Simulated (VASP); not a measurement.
A run of VASP 6.6.1 is set up as follows.

The input INCAR:

```
SYSTEM = ZnSe
PREC = Accurate
ENCUT = 520
EDIFF = 1E-6
ISMEAR = 0
SIGMA = 0.05
LREAL = .FALSE.
LASPH = .TRUE.
NELM = 60
ALGO = Normal
ISIF = 2
LWAVE = .FALSE.
LCHARG = .TRUE.
GGA = PS
LELF = .TRUE.
LVHAR = .TRUE.
NBANDS = 26
```

The input KPOINTS:

```
Automatic mesh
0
G
  8 8 6
  0 0 0
```

File POSCAR:

```
ZnSe
1.0
    4.0878057515      0.0000000000      0.0000000000
    0.0000000000      4.0878057515      0.0000000000
    0.0000000000      0.0000000000      5.6133527882
Zn Se
2 2
Direct
    0.0000000000      0.0000000000      0.0000000000
    0.5000000000      0.5000000000      0.0000000000
    0.0000000000      0.5000000000      0.2139048092
    0.5000000000      0.0000000000      0.7860951908
```

Potentials or basis: VASP PAW PBE potentials, release 64 (Zn, Se).

Command:

```sh
$ cat potpaw_PBE.64/Zn/POTCAR potpaw_PBE.64/Se/POTCAR > POTCAR
$ mpirun -np 1 vasp_std > vasp.out
```

**Question.** Estimate the pressure.

**Answer.** 10.0 GPa.

**Question.** What does it give for the largest force?

**Answer.** 2.592 eV/Å.

**Question.** What does it give for the band gap on the k mesh?

**Answer.** 1.01 eV.

Stress tensor (GPa, compression positive):
```
 9.95  0.00  0.00
 0.00  9.95  0.00
 0.00  0.00 10.06
```

Caveat: the cell differs from its parent crystal (atoms shifted along a free coordinate); the cell stands under pressure; the PAW data sets were made with another functional, which shifts forces and pressure a little. A k mesh can miss the band edges.
